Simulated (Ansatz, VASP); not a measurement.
**TePb: VASP beside Ansatz**

Contents of INCAR:

```
SYSTEM = TePb
PREC = Accurate
ENCUT = 500
EDIFF = 1E-6
ISMEAR = -1
SIGMA = 0.02
LREAL = .False.
LASPH = .True.
NELM = 120
ALGO = Normal
ISIF = 2
LWAVE = .False.
LCHARG = .True.
GGA = PE
LELF = .True.
LVHAR = .True.
NBANDS = 17
GGA_COMPAT = .False.
```

The input KPOINTS:

```
regular mesh
0
Gamma
  3 3 3
  0 0 0
```

File POSCAR:

```
TePb
1.0
    0.0000000000      3.2310000000      3.2310000000
    3.2310000000      0.0000000000      3.2310000000
    3.2310000000      3.2310000000      0.0000000000
Pb Te
1 1
Direct
    0.0000000000      0.0000000000      0.0000000000
    0.5000000000      0.5000000000      0.5000000000
```

The input input.yaml:

```yaml
crystal:
  lattice:
    - [0.0, 3.231, 3.231]
    - [3.231, 0.0, 3.231]
    - [3.231, 3.231, 0.0]
  atoms:
    - { symbol: Pb, position: [0.0, 0.0, 0.0] }
    - { symbol: Te, position: [0.5, 0.5, 0.5] }
kpoints:
  mp_grid: { grid: [3, 3, 3] }
scf:
  occupations: { method: fermi_dirac, width: 0.02 }
hamiltonian:
  xc: pbe
  pseudopotentials: { kind: all_electron, lapw: { basis_error: 0.003 } }
output:
  forces: true
  stress: true
  eigenvalues: true
```

Alike in both runs: task single point; functional PBE; k mesh 3 × 3 × 3; occupations fermi-dirac, width 0.02 eV; no spin polarisation.

```csv
,VASP,Ansatz
version,VASP 6.6.1,Ansatz 0.2.0
potentials or method,"VASP PAW PBE potentials, release 64 (Pb_d, Te), cutoff 500 eV","all-electron LAPW, scalar-relativistic"
```

Ansatz gave:

```
pressure (GPa) : 2.1
```

**Question.** Estimate VASP's values.

**Answer.** Pressure (GPa): 2.0.

Ansatz ran all-electron here, and VASP with PAW potentials.

The k mesh is coarse, so the values compare programs but aren't converged. Neither program's run includes spin-orbit coupling.
